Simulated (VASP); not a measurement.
Input of a VASP 6.6.1 run:

The input INCAR:

```
SYSTEM = Be3Si
ALGO     = Normal         ! electronic algorithm
EDIFF    = 1E-6           ! SCF threshold, eV
ENCUT    = 520            ! plane-wave cutoff, eV
GGA      = PE             ! functional
ISIF     = 2              ! what is computed and relaxed
ISMEAR   = 0              ! smearing method
LASPH    = .TRUE.         ! aspherical terms in the spheres
LCHARG   = .TRUE.         ! write CHGCAR
LELF     = .TRUE.         ! ELF
LREAL    = .FALSE.        ! projectors in reciprocal space
LVHAR    = .TRUE.       
LWAVE    = .FALSE.        ! write WAVECAR
NBANDS   = 13             ! bands
NELM     = 100            ! most SCF steps
PREC     = Accurate       ! precision mode
SIGMA    = 0.1            ! smearing width, eV
```

The input KPOINTS:

```
k-points
0
G
  12 12 16
  0 0 0
```

File POSCAR:

```
Be3Si
1.0
   -1.6733908076      1.6617663593      3.3323646224
    1.6391594776     -1.6718988330      3.3203574378
    1.6719581322      1.6704661575     -3.3374130978
Be Si
3 1
Direct
    0.7372327605      0.2623827694      0.5211571994
    0.2740850757      0.7107043563      0.4418550792
    0.5716040328      0.5181701580      0.1107403642
   -0.0829233296      0.0087441872     -0.0737497112
```

Potentials or basis: VASP PAW PBE potentials, release 64 (Be, Si).

Launch:

```sh
$ cat potpaw_PBE.64/Be/POTCAR potpaw_PBE.64/Si/POTCAR > POTCAR
$ mpirun -np 1 vasp_std > vasp.out
```

(1) Predict the band gap on the k mesh.

(2) What does it give for the pressure?

Results:

(1) zero (band 5 reaches 11.34 eV, above the bottom of band 6 at 6.78 eV).

(2) 24.0 GPa.

Caveat: the cell differs from its parent crystal (atoms moved at random and the cell strained at random); forces of over 1 eV/Å act on the atoms, so gaps and moduli don't describe the material at rest.
